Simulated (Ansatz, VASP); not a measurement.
Eu in VASP and in Ansatz

```
Eu
1.0
     0.00000    2.78930    2.78930
     2.78930    0.00000    2.78930
     2.78930    2.78930    0.00000
Eu
1
Direct
  0.00000 0.00000 0.00000
```

Alike in both runs: task single point; functional PBE; k mesh 8 × 8 × 8; occupations fermi-dirac, width 0.08 eV; collinear spin.

|  | VASP | Ansatz |
| --- | --- | --- |
| version | VASP 6.6.1 | Ansatz 0.2.0 |
| potentials or method | VASP PAW PBE potentials, release 64 (Eu) | PAW with Ansatz's default frozen-core files, scalar-relativistic |
| plane-wave cutoff (eV) | 520 | 420 |
| valence electrons in the cell | 17 | 17 |

|  | VASP | Ansatz | Ansatz less VASP |
| --- | --- | --- | --- |
| pressure (GPa) | -0.8 | -0.6 | +0.25 |
| net moment per atom (μB) | 7.50 | 7.51 | +0.006 |
| size of the moment on the site where the two differ most (μB) | 6.72 | 7.18 | +0.458 |

Site moments also hang on the region over which each program counts them.

Neither program's run includes spin-orbit coupling.
